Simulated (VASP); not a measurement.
Wanted: the native input for a VASP 6.6.1 run.

```yaml
Task: relaxation of cell and atoms
Functional: PBE
Potentials_or_basis: VASP PAW PBE potentials, release 64 (Al, B, N)
Cutoff: 600 eV
k_mesh: 12 × 12 × 12
Occupations: gaussian, width 0.1 eV
Spin: no spin polarisation
Dipole_correction: no
Further_INCAR_settings: ALGO = Normal; EDIFF = 1e-06; IBRION = 2; EDIFFG = -0.01; NSW = 100; ISIF = 3
```

The structure of Al2B2N lies in POSCAR:

```
Al2B2N
1.0
   -2.0607455039      2.0607455039      4.7496708240
    2.0607455039     -2.0607455039      4.7496708240
    2.0607455039      2.0607455039     -4.7496708240
Al B N
2 2 1
Direct
    0.5256012508      1.0256012508      0.5000000000
   -0.0256012508      0.4743987492      0.5000000000
    0.5000000000      0.5000000000      0.0000000000
    0.7500000000      0.2500000000      0.5000000000
    0.0000000000      0.0000000000      0.0000000000
```

These files were run (other wordings do the same):

INCAR

```
SYSTEM = Al2B2N
PREC     = Accurate       ! precision mode
ENCUT    = 600            ! plane-wave cutoff, eV
EDIFF    = 1E-6           ! SCF threshold, eV
ISMEAR   = 0              ! smearing method
SIGMA    = 0.1            ! smearing width, eV
LREAL    = .FALSE.        ! projectors in reciprocal space
LASPH    = .TRUE.         ! aspherical terms in the spheres
NELM     = 60             ! most SCF steps
ALGO     = Normal         ! electronic algorithm
ISIF     = 3              ! what is computed and relaxed
LWAVE    = .FALSE.        ! write WAVECAR
LCHARG   = .FALSE.        ! write CHGCAR
GGA      = PE             ! functional
IBRION   = 2              ! ionic algorithm
NSW      = 100            ! ionic steps
EDIFFG   = -0.01          ! ionic threshold
```

KPOINTS

```
regular mesh
0
G
  12 12 12
  0 0 0
```

Potentials or basis: VASP PAW PBE potentials, release 64 (Al, B, N).

Command:

```console
$ cat potpaw_PBE.64/Al/POTCAR potpaw_PBE.64/B/POTCAR potpaw_PBE.64/N/POTCAR > POTCAR
$ mpirun -np 1 vasp_std > vasp.out
```

It gave:

```yaml
Relaxed_volume: 16.11 Å³/atom
Relaxed_cell: a = 5.571 Å, b = 5.571 Å, c = 5.571 Å, α = 136.60°, β = 136.60°, γ = 63.05°
Space_group_after_relaxing_to_0.05_Å: I-4m2 (No. 119)
Energy_gained_by_relaxing: 0.0 meV/atom
Ionic_steps: 2
Pressure_after_relaxing: 0.0 GPa
Largest_force_after_relaxing: 0.004 eV/Å
```

Run time: 2.9 min on 1 thread of Intel(R) Xeon(R) 6975P-C (Granite Rapids) (shared host), peak memory 0.48 GiB.
